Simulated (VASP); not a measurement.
Write the native input for VASP 6.6.1 that does the following.

```
Task                   : single point
Functional             : PBE
Potentials or basis    : VASP PAW PBE potentials, release 64 (B, N)
Cutoff                 : 520 eV
k mesh                 : 12 × 12 × 6
Occupations            : gaussian, width 0.05 eV
Spin                   : no spin polarisation
Dipole correction      : no
Further INCAR settings : ALGO = Normal; EDIFF = 1e-07; NBANDS = 16
```

The structure of BN lies in POSCAR:

```
BN
1.0
    2.5539396017      0.0000000000      0.0000000000
   -1.2769698009      2.2117765748      0.0000000000
    0.0000000000      0.0000000000      4.2268550000
B N
2 2
Direct
    0.6666666667      0.3333333333      0.9997240000
    0.3333333333      0.6666666667      0.4997240000
    0.7103386106      0.3653034152      0.6016177482
    0.3333333333      0.6666666667      0.1252760000
```

This cell differs from its parent crystal: atom 3 (N) moved by (+0.100, -0.100) A along [1 1 0] and z.

The input as run:

INCAR

```
SYSTEM = BN
ALGO     = Normal         ! electronic algorithm
EDIFF    = 1E-7           ! SCF threshold, eV
ENCUT    = 520            ! plane-wave cutoff, eV
GGA      = PE             ! functional
ISIF     = 2              ! what is computed and relaxed
ISMEAR   = 0              ! smearing method
LASPH    = .True.         ! aspherical terms in the spheres
LCHARG   = .False.        ! write CHGCAR
LREAL    = .False.        ! projectors in reciprocal space
LWAVE    = .False.        ! write WAVECAR
NBANDS   = 16             ! bands
NELM     = 80             ! most SCF steps
PREC     = Accurate       ! precision mode
SIGMA    = 0.05           ! smearing width, eV
```

KPOINTS

```
k-points
0
Gamma
  12 12 6
  0 0 0
```

Potentials or basis: VASP PAW PBE potentials, release 64 (B, N).

The run is started by

```bash
$ cat potpaw_PBE.64/B/POTCAR potpaw_PBE.64/N/POTCAR > POTCAR
$ mpirun -np 1 vasp_std > vasp.out
```

It gave:

```yaml
Pressure: 4.3 GPa
Largest_force: 4.884 eV/Å
Band_gap_on_the_k_mesh: 5.35 eV, indirect (least direct gap 7.60 eV)
```

Caveat: the cell differs from its parent crystal (atom 3 (N) moved by (+0.100, -0.100) A along [1 1 0] and z); forces of over 1 eV/Å act on the atoms, so gaps and moduli don't describe the material at rest.

It took 5.6 min on 1 thread of AMD EPYC 7R13, with other jobs on the host, peak memory 0.21 GiB.
